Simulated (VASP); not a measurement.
# In (Im-3m) in VASP: a series of runs

Runs on In. Level: PBE. Tasks: single point, relaxation of cell and atoms.

Everything below comes from runs of VASP 6.6.1. Logs are shortened: lines on timing, memory, paths and dates and some standing lists are left out, and cuts for length are marked.

### Step 1. The cell of the first run

It takes space group Im-3m (No. 229, cubic). The conventional cell has a = 3.653 Å, b = 3.653 Å, c = 3.653 Å, α = 90.00°, β = 90.00°, γ = 90.00°. In (site symmetry m-3m) has 14 In at 3.16 to 3.65 Å within 4.2 Å.

### Step 2. Single point, PBE (volume scaled by 0.878, to set the pressure)

INCAR reads:

```
SYSTEM = In
PREC = Accurate ; ENCUT = 520
EDIFF = 1E-6 ; ISMEAR = -1
SIGMA = 0.05 ; LREAL = .False.
LASPH = .True. ; NELM = 60
ALGO = Normal ; ISIF = 2
LWAVE = .False. ; LCHARG = .True.
GGA = PE ; LELF = .True.
LVHAR = .True. ; NBANDS = 12
```

KPOINTS reads:

```
Automatic mesh
0
Gamma
  15 15 15
  0 0 0
```

POSCAR reads:

```
In
1.0
   -1.8263656953      1.8263656953      1.8263656953
    1.8263656953     -1.8263656953      1.8263656953
    1.8263656953      1.8263656953     -1.8263656953
In
1
Direct
    0.0000000000      0.0000000000      0.0000000000
```

Potentials or basis: VASP PAW PBE potentials, release 64 (In_d).

Command:

```
> cat potpaw_PBE.64/In_d/POTCAR > POTCAR
> mpirun -np 1 vasp_std > vasp.out
```

OUTCAR:

```text
SYSTEM = In
   PREC = Accurate
   ENCUT = 520
   EDIFF = 1E-6
   ISMEAR = -1
   LREAL = .False.
   LASPH = .True.
   NELM = 60
   ISIF = 2
   GGA = PE

 ion  position               nearest neighbor table
   1  0.000  0.000  0.000-

  LATTYP: Found a body centered cubic cell.
 ALAT       =     3.6527313906

  Lattice vectors:

 A1 = (  -1.8263656953,   1.8263656953,   1.8263656953)
 A2 = (   1.8263656953,  -1.8263656953,   1.8263656953)
 A3 = (   1.8263656953,   1.8263656953,  -1.8263656953)

Analysis of symmetry for initial positions (statically):
=====================================================================
 Subroutine PRICEL returns:
 Original cell was already a primitive cell.

 Routine SETGRP: Setting up the symmetry group for a
 body centered cubic supercell.

 Subroutine GETGRP returns: Found 48 space group operations
 (whereof 48 operations were pure point group operations)
 out of a pool of 48 trial point group operations.

The static configuration has the point symmetry O_h .

Analysis of symmetry for dynamics (positions and initial velocities):
=====================================================================
 Subroutine PRICEL returns:
 Original cell was already a primitive cell.

 Routine SETGRP: Setting up the symmetry group for a
 body centered cubic supercell.

 Subroutine GETGRP returns: Found 48 space group operations
 (whereof 48 operations were pure point group operations)
 out of a pool of 48 trial point group operations.

The dynamic configuration has the point symmetry O_h .

 Subroutine INISYM returns: Found 48 space group operations
 (whereof 48 operations are pure point group operations),
 and found     1 'primitive' translations

----------------------------------------------------------------------------------------

                                     Primitive cell

  volume of cell :      24.3682

  direct lattice vectors                    reciprocal lattice vectors
    -1.826365695  1.826365695  1.826365695     0.000000000  0.273767735  0.273767735
     1.826365695 -1.826365695  1.826365695     0.273767735  0.000000000  0.273767735
     1.826365695  1.826365695 -1.826365695     0.273767735  0.273767735  0.000000000

  length of vectors
     3.163358177  3.163358177  3.163358177     0.387166044  0.387166044  0.387166044

  position of ions in fractional coordinates (direct lattice)
     0.000000000  0.000000000  0.000000000

  ion indices of the primitive-cell ions
   primitive index   ion index
                 1           1

----------------------------------------------------------------------------------------

 KPOINTS: Automatic mesh

Automatic generation of k-mesh.
 Grid dimensions read from file:
 generate k-points for:   15   15   15

 Generating k-lattice:

  Cartesian coordinates                     Fractional coordinates (reciprocal lattice)
     0.000000000  0.018251182  0.018251182     0.066666667  0.000000000  0.000000000
     0.018251182  0.000000000  0.018251182     0.000000000  0.066666667  0.000000000
     0.018251182  0.018251182  0.000000000     0.000000000  0.000000000  0.066666667

  Length of vectors
     0.025811070  0.025811070  0.025811070

  Shift w.r.t. Gamma in fractional coordinates (k-lattice)
     0.000000000  0.000000000  0.000000000

 Subroutine IBZKPT returns following result:
 ===========================================

 Found    120 irreducible k-points:

 Following reciprocal coordinates:
            Coordinates               Weight
  0.000000  0.000000  0.000000      1.000000
  0.066667  0.000000  0.000000     12.000000
  0.133333  0.000000  0.000000     12.000000
  0.200000  0.000000  0.000000     12.000000
  0.266667  0.000000  0.000000     12.000000
  0.333333  0.000000  0.000000     12.000000
[... 16 lines left out ...]
  0.333333  0.200000  0.000000     48.000000
  0.400000  0.200000  0.000000     24.000000
 [... further k-points ...]
   k-points           NKPTS =    120   k-points in BZ     NKDIM =    120   number of bands    NBANDS=     12
   number of dos      NEDOS =    301   number of ions     NIONS =      1
   total plane-waves  NPLWV =  13824
   dimension x,y,z NGX =    24 NGY =   24 NGZ =   24
   dimension x,y,z NGXF=    48 NGYF=   48 NGZF=   48
   ions per type =               1
   NGX,Y,Z   is equivalent  to a cutoff of  12.61, 12.61, 12.61 a.u.
   NGXF,Y,Z  is equivalent  to a cutoff of  25.23, 25.23, 25.23 a.u.
 SYSTEM =  In
   PREC   = accura    normal or accurate (medium, high low for compatibility)
   ISTART =      0    job   : 0-new  1-cont  2-samecut
   ICHARG =      2    charge: 1-file 2-atom 10-const
   ISPIN  =      1    spin polarized calculation?
   LNONCOLLINEAR =      F non collinear calculations
   LSORBIT =      F    spin-orbit coupling
   LASPH  =      T    aspherical Exc in radial PAW
   ENCUT  =  520.0 eV  38.22 Ry    6.18 a.u.   5.88  5.88  5.88*2*pi/ulx,y,z
   NELM   =     60;   NELMIN=  2; NELMDL= -5     # of ELM steps
   EDIFF  = 0.1E-05   stopping-criterion for ELM
   LREAL  =      F    real-space projection
   EDIFFG = 0.1E-04   stopping-criterion for IOM
   NSW    =      0    number of steps for IOM
   IBRION =     -1    ionic relax: 0-MD 1-quasi-New 2-CG
   NFREE  =      0    steps in history (QN), initial steepest desc. (CG)
   ISIF   =      2    stress and relaxation
   ISYM   =      2    0-nonsym 1-usesym 2-fastsym
   POTIM  = 0.5000    time-step for ionic-motion
   TEBEG  =    0.0;   TEEND  =   0.0 temperature during run
   PSTRESS=    0.0 pullay stress
   NELECT =      13.0000    total number of electrons
   NUPDOWN=      -1.0000    fix difference up-down
   EMIN   =  10.00;   EMAX   =-10.00  energy-range for DOS
   EFERMI =   0.00;   METHOD = LEGACY
   ISMEAR =    -1;   SIGMA  =   0.05  broadening in eV -4-tet -1-fermi 0-gaus
   EFERMI_NEDOS =   21; number of points for ismear=-14 and -15
   IALGO  =     38    algorithm
   IMIX   =      4    mixing-type and parameters
     AMIX     =   0.40;   BMIX     =  1.00
     AMIX_MAG =   1.60;   BMIX_MAG =  1.00
  volume/ion in A,a.u.               =      24.37       164.44
  Fermi-wavevector in a.u.,A,eV,Ry     =   1.327746  2.509075 23.985825  1.762908
  Thomas-Fermi vector in A             =   2.457035
   LORBIT       =      0    0 simple, 1 ext, 2 COOP (PROOUT), +10 PAW based schemes
   GGA     = PE    functional components
   LHFCALC =     F    Hartree Fock is set to
   AEXX    =    0.0000 exact exchange contribution
   IVDW    =     0    specifies the selected vdW correction
   LEPSILON=     F    determine dielectric tensor
   LRPA    =     F    only Hartree local field effects (RPA)
 non-spin polarized calculation
  energy-cutoff  :      520.00
  volume of cell :       24.37
 maximum number of plane-waves:       682
   NGX = 11   NGY = 11   NGZ = 11

 number of electron      13.0000001 magnetization

 Free energy of the ion-electron system (eV)
  ---------------------------------------------------
  ext. energy  EPLUGINS =         0.00000000
  ---------------------------------------------------
  free energy    TOTEN  =        -2.49156595 eV

  energy without entropy =       -2.48801310  energy(sigma->0) =       -2.48978953

 E-fermi :   8.3550     XC(G=0): -10.5978

 val. band max:        8.3521793826   @ k =  -0.4000  -0.4000   0.1333
 cond. band min:       8.3558732680   @ k =  -0.4000   0.4000   0.2000
 fundamental gap:      0.0036938854
 Fermi energy:         8.3549700183

 k-point     1 :       0.0000    0.0000    0.0000
  band No.  band energies     occupation
      1      -6.4165      2.00000
      2      -6.4165      2.00000
      3      -6.4165      2.00000
      4      -6.0843      2.00000
      5      -6.0843      2.00000
      6      -1.6859      2.00000
      7      20.2976      0.00000
      8      20.2976      0.00000
      9      20.2976      0.00000
     10      21.5801      0.00000
     11      21.5801      0.00000
     12      21.5801      0.00000

 k-point     2 :       0.0667    0.0000    0.0000
  band No.  band energies     occupation
      1      -6.4225      2.00000
      2      -6.4113      2.00000
      3      -6.3944      2.00000
      4      -6.0907      2.00000
      5      -6.0844      2.00000
      6      -1.5770      2.00000
      7      19.0789      0.00000
      8      19.7203      0.00000
      9      19.9679      0.00000
     10      21.0227      0.00000
     11      21.2607      0.00000
     12      21.5035      0.00000

 k-point     3 :       0.1333    0.0000    0.0000
  band No.  band energies     occupation
      1      -6.4395      2.00000
      2      -6.3998      2.00000
      3      -6.3313      2.00000
      4      -6.1072      2.00000
      5      -6.0847      2.00000
      6      -1.2478      2.00000
      7      16.6702      0.00000
      8      18.5864      0.00000
      9      19.1127      0.00000
     10      20.4964      0.00000
     11      20.6607      0.00000
     12      21.7309      0.00000
[... 286 lines left out ...]
 k-point    23 :       0.3333    0.2000    0.0000
  band No.  band energies     occupation
      1      -6.5063      2.00000
      2      -6.3702      2.00000
      3      -6.1373      2.00000
      4      -6.1098      2.00000
      5      -5.9759      2.00000
      6       3.7937      2.00000
      7       7.1630      2.00000
      8      10.5468      0.00000
      9      15.0711      0.00000
     10      20.6571      0.00000
     11      23.1664      0.00000
     12      24.8073      0.00000

 k-point    24 :       0.4000    0.2000    0.0000
  band No.  band energies     occupation
      1      -6.5095      2.00000
      2      -6.3707      2.00000
      3      -6.1402      2.00000
      4      -6.1010      2.00000
      5      -5.9679      2.00000
      6       5.0171      2.00000
      7       5.7565      2.00000
      8      10.4112      0.00000
      9      14.9687      0.00000
     10      20.5951      0.00000
     11      24.1518      0.00000
     12      24.5568      0.00000

 [... further k-points ...]
[... 5 lines left out ...]
  --------------------------------------------------------------------------------------
  -------------------------------------------------------------------------------------
  Total        0.9413978      0.9413978      0.9413978      0.0000000      0.0000000     -0.0000000
  in kB       61.8957068     61.8957068     61.8957068      0.0000000      0.0000000     -0.0000000
  external PRESSURE =      61.8957068 kB  Pullay stress =       0.0000000 kB

 VOLUME and BASIS-vectors are now :
 -----------------------------------------------------------------------------
  energy-cutoff  :      520.00
  volume of cell :       24.37
      direct lattice vectors                 reciprocal lattice vectors
    -1.826365695  1.826365695  1.826365695     0.000000000  0.273767735  0.273767735
     1.826365695 -1.826365695  1.826365695     0.273767735  0.000000000  0.273767735
     1.826365695  1.826365695 -1.826365695     0.273767735  0.273767735  0.000000000

 POSITION                                       TOTAL-FORCE (eV/Angst)
 -----------------------------------------------------------------------------------
      0.00000      0.00000      0.00000        -0.000000     -0.000000      0.000000
 -----------------------------------------------------------------------------------
    total drift:                               -0.000000      0.000000      0.000000

  FREE ENERGIE OF THE ION-ELECTRON SYSTEM (eV)
  ---------------------------------------------------
  free  energy   TOTEN  =        -2.4915659535 eV

  energy  without entropy=       -2.4880131009  energy(sigma->0) =       -2.48978953
```

Run time: 24 s. Hardware: 1 thread of AMD EPYC 7R43 (Zen 3), shared host; peak memory 0.12 GiB.

Results:

```
Free energy : -2.4916 eV
Pressure    : 6.2 GPa
```

Levels at points of the mesh, in eV from the Fermi level:
| k point | band 3 | band 4 | band 5 | band 6 | band 7 | band 8 | band 9 | band 10 |
| --- | --- | --- | --- | --- | --- | --- | --- | --- |
| (0.00, 0.00, 0.00) | -14.77 | -14.44 | -14.44 | -10.04 | 11.94 | 11.94 | 11.94 | 13.23 |

Caveat: the cell differs from its parent crystal (volume scaled by 0.878, to set the pressure); spin-orbit coupling is left out, which moves the levels of the heavy elements.

### Step 3. Single point, PBE

INCAR reads:

```
  ALGO = Normal
  EDIFF = 1E-6
  ENCUT = 520
  GGA = PE
  ISIF = 2
  ISMEAR = -1
  LASPH = True
  LCHARG = False
  LREAL = False
  LWAVE = False
  NBANDS = 12
  NELM = 80
  PREC = Accurate
  SIGMA = 0.05
```

KPOINTS reads:

```
k-points
0
Gamma
  15 15 15
```

POSCAR is that of step 2.

Potentials or basis: VASP PAW PBE potentials, release 64 (In_d).

Command:

```
> cat potpaw_PBE.64/In_d/POTCAR > POTCAR
> mpirun -np 1 vasp_std > vasp.out
```

OUTCAR:

```text
EDIFF = 1E-6
   ENCUT = 520
   GGA = PE
   ISIF = 2
   ISMEAR = -1
   LASPH = True
   LREAL = False
   NELM = 80
   PREC = Accurate

 ion  position               nearest neighbor table
   1  0.000  0.000  0.000-

  LATTYP: Found a body centered cubic cell.
 ALAT       =     3.6527313906

  Lattice vectors:

 A1 = (  -1.8263656953,   1.8263656953,   1.8263656953)
 A2 = (   1.8263656953,  -1.8263656953,   1.8263656953)
 A3 = (   1.8263656953,   1.8263656953,  -1.8263656953)

Analysis of symmetry for initial positions (statically):
=====================================================================
 Subroutine PRICEL returns:
 Original cell was already a primitive cell.

 Routine SETGRP: Setting up the symmetry group for a
 body centered cubic supercell.

 Subroutine GETGRP returns: Found 48 space group operations
 (whereof 48 operations were pure point group operations)
 out of a pool of 48 trial point group operations.

The static configuration has the point symmetry O_h .

Analysis of symmetry for dynamics (positions and initial velocities):
=====================================================================
 Subroutine PRICEL returns:
 Original cell was already a primitive cell.

 Routine SETGRP: Setting up the symmetry group for a
 body centered cubic supercell.

 Subroutine GETGRP returns: Found 48 space group operations
 (whereof 48 operations were pure point group operations)
 out of a pool of 48 trial point group operations.

The dynamic configuration has the point symmetry O_h .

 Subroutine INISYM returns: Found 48 space group operations
 (whereof 48 operations are pure point group operations),
 and found     1 'primitive' translations

----------------------------------------------------------------------------------------

                                     Primitive cell
[... 107 lines left out ...]
   IMIX   =      4    mixing-type and parameters
     AMIX     =   0.40;   BMIX     =  1.00
     AMIX_MAG =   1.60;   BMIX_MAG =  1.00
  volume/ion in A,a.u.               =      24.37       164.44
  Fermi-wavevector in a.u.,A,eV,Ry     =   1.327746  2.509075 23.985825  1.762908
  Thomas-Fermi vector in A             =   2.457035
   LORBIT       =      0    0 simple, 1 ext, 2 COOP (PROOUT), +10 PAW based schemes
   GGA     = PE    functional components
   LHFCALC =     F    Hartree Fock is set to
   AEXX    =    0.0000 exact exchange contribution
   IVDW    =     0    specifies the selected vdW correction
   LEPSILON=     F    determine dielectric tensor
   LRPA    =     F    only Hartree local field effects (RPA)
 non-spin polarized calculation
  energy-cutoff  :      520.00
  volume of cell :       24.37
 maximum number of plane-waves:       682
   NGX = 11   NGY = 11   NGZ = 11

 number of electron      13.0000001 magnetization

 Free energy of the ion-electron system (eV)
  ---------------------------------------------------
  ext. energy  EPLUGINS =         0.00000000
  ---------------------------------------------------
  free energy    TOTEN  =        -2.49156595 eV

  energy without entropy =       -2.48801310  energy(sigma->0) =       -2.48978953

 E-fermi :   8.3550     XC(G=0): -10.5978

 val. band max:        8.3521793826   @ k =  -0.4000  -0.4000   0.1333
 cond. band min:       8.3558732680   @ k =  -0.4000   0.4000   0.2000
 fundamental gap:      0.0036938854
 Fermi energy:         8.3549700183

 k-point     1 :       0.0000    0.0000    0.0000
  band No.  band energies     occupation
      1      -6.4165      2.00000
      2      -6.4165      2.00000
      3      -6.4165      2.00000
      4      -6.0843      2.00000
      5      -6.0843      2.00000
      6      -1.6859      2.00000
      7      20.2976      0.00000
      8      20.2976      0.00000
      9      20.2976      0.00000
     10      21.5801      0.00000
     11      21.5801      0.00000
     12      21.5801      0.00000
[... 331 lines left out ...]
 k-point    24 :       0.4000    0.2000    0.0000
  band No.  band energies     occupation
      1      -6.5095      2.00000
      2      -6.3707      2.00000
      3      -6.1402      2.00000
      4      -6.1010      2.00000
      5      -5.9679      2.00000
      6       5.0171      2.00000
      7       5.7565      2.00000
      8      10.4112      0.00000
      9      14.9687      0.00000
     10      20.5951      0.00000
     11      24.1518      0.00000
     12      24.5568      0.00000

 [... further k-points ...]
[... 5 lines left out ...]
  --------------------------------------------------------------------------------------
  -------------------------------------------------------------------------------------
  Total        0.9413978      0.9413978      0.9413978      0.0000000      0.0000000     -0.0000000
  in kB       61.8957068     61.8957068     61.8957068      0.0000000      0.0000000     -0.0000000
  external PRESSURE =      61.8957068 kB  Pullay stress =       0.0000000 kB

 VOLUME and BASIS-vectors are now :
 -----------------------------------------------------------------------------
  energy-cutoff  :      520.00
  volume of cell :       24.37
      direct lattice vectors                 reciprocal lattice vectors
    -1.826365695  1.826365695  1.826365695     0.000000000  0.273767735  0.273767735
     1.826365695 -1.826365695  1.826365695     0.273767735  0.000000000  0.273767735
     1.826365695  1.826365695 -1.826365695     0.273767735  0.273767735  0.000000000

 POSITION                                       TOTAL-FORCE (eV/Angst)
 -----------------------------------------------------------------------------------
      0.00000      0.00000      0.00000        -0.000000     -0.000000      0.000000
 -----------------------------------------------------------------------------------
    total drift:                               -0.000000      0.000000      0.000000

  FREE ENERGIE OF THE ION-ELECTRON SYSTEM (eV)
  ---------------------------------------------------
  free  energy   TOTEN  =        -2.4915659535 eV

  energy  without entropy=       -2.4880131009  energy(sigma->0) =       -2.48978953
```

Run time: 26 s. Hardware: 1 thread of AMD EPYC 7R43 (Zen 3), shared host; peak memory 0.13 GiB.

Results:

* Free energy: -2.4916 eV
* Pressure: 6.2 GPa

Caveat: spin-orbit coupling is left out, which moves the levels of the heavy elements.

### Step 4. Single point, PBE

This run uses another cell than the first one, of 27.75 Å³/atom, 1.139 times its volume.

INCAR reads:

```
SYSTEM = In
PREC = Accurate
ENCUT = 520
EDIFF = 1E-7
ISMEAR = -1
SIGMA = 0.05
LREAL = .False.
LASPH = .True.
NELM = 80
ALGO = Normal
ISIF = 2
LWAVE = .False.
LCHARG = .False.
GGA = PE
NBANDS = 12
```

KPOINTS reads:

```
regular mesh
0
Gamma
  15 15 15
  0 0 0
```

POSCAR reads:

```
In
1.0
   -1.9073171005      1.9073171005      1.9073171005
    1.9073171005     -1.9073171005      1.9073171005
    1.9073171005      1.9073171005     -1.9073171005
In
1
Direct
    0.0000000000      0.0000000000      0.0000000000
```

Command:

```
> cat potpaw_PBE.64/In_d/POTCAR > POTCAR
> mpirun -np 1 vasp_std > vasp.out
```

It took 38 s on 1 thread of AMD EPYC 7R43 (Zen 3), shared host; peak memory 0.14 GiB.

Results (log left out):

- Free energy: -2.5496 eV
- Pressure: 0.0 GPa

Levels at points of the mesh, in eV from the Fermi level:
| k point | band 2 | band 3 | band 4 | band 5 | band 6 | band 7 | band 8 | band 9 | band 10 | band 11 |
| --- | --- | --- | --- | --- | --- | --- | --- | --- | --- | --- |
| (0.00, 0.00, 0.00) | -14.63 | -14.63 | -14.39 | -14.39 | -9.15 | 10.47 | 10.47 | 10.47 | 12.82 | 12.82 |

Caveat: spin-orbit coupling is left out, which moves the levels of the heavy elements.

(Continued in part 2 of 2.)
